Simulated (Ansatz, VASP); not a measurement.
**SiNi: VASP beside Ansatz**

```
CELL_PARAMETERS angstrom
2.90300 0.00000 0.00000
0.00000 3.23599 0.00000
0.00000 0.00000 4.61423
ATOMIC_POSITIONS crystal
Ni 0.50000 0.50000 0.34250
Ni 0.00000 0.00000 0.65750
Si 0.50000 0.50000 0.84314
Si 0.00000 0.00000 0.15686
```

Alike in both runs: task single point; functional LDA; k mesh 9 × 8 × 6; occupations fermi-dirac, width 0.05 eV; collinear spin.

```csv
,VASP,Ansatz
version,VASP 6.6.1,Ansatz 0.2.0
potentials or method,"VASP PAW LDA potentials, release 64 (Ni_sv_GW, Si)",Ansatz PAW
plane-wave cutoff (eV),590,420
valence electrons in the cell,44,44
```

Ansatz gave:

| Item | Value |
| --- | --- |
| gap on the k mesh at the Fermi level (eV) | none |
| pressure (GPa) | 3.7 |
| traceless stress, the component that is largest in VASP (GPa) | 0.41 |
| rms of the force components (eV/Å) | 0.080 |
| net moment per atom (μB) | 0.00 |

Q: Estimate VASP's values.

A: gap on the k mesh at the Fermi level (eV): none; pressure (GPa): 1.8; traceless stress, the component that is largest in VASP (GPa): 0.36; rms of the force components (eV/Å): 0.079; net moment per atom (μB): 0.00.

LDA's correlation is that of Perdew and Zunger in VASP and of Perdew and Wang (1992) in Ansatz. Atom by atom the forces differ by 0.010 eV/Å (rms over components). A gap of «none» marks a metal or a gap that the smearing closes.
